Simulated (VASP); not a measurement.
Input of a VASP 6.6.1 run:

File INCAR:

```
ALGO = Normal ; EDIFF = 1E-7
ENCUT = 520 ; GGA = PE
ISIF = 2 ; ISMEAR = 0
LASPH = T ; LCHARG = F
LREAL = F ; LWAVE = F
NBANDS = 12 ; NELM = 100
PREC = Accurate ; SIGMA = 0.1
```

File KPOINTS:

```
k-points
0
Gamma
  16 16 16
```

POSCAR

```
SiCl
1.0
    0.0000000000      2.8611467749      2.8611467749
    2.8611467749      0.0000000000      2.8611467749
    2.8611467749      2.8611467749      0.0000000000
Si Cl
1 1
Direct
    0.5000000000      0.5000000000      0.5000000000
    0.0000000000      0.0000000000      0.0000000000
```

Potentials or basis: VASP PAW PBE potentials, release 64 (Si, Cl).

Command:

```console
$ cat potpaw_PBE.64/Si/POTCAR potpaw_PBE.64/Cl/POTCAR > POTCAR
$ mpirun -np 1 vasp_std > vasp.out
```

Task: What does it give for the pressure?

Result: 0.0 GPa.

Caveat: an odd number of electrons without spin polarisation forces a metal; a magnetic or distorted state may lie lower.
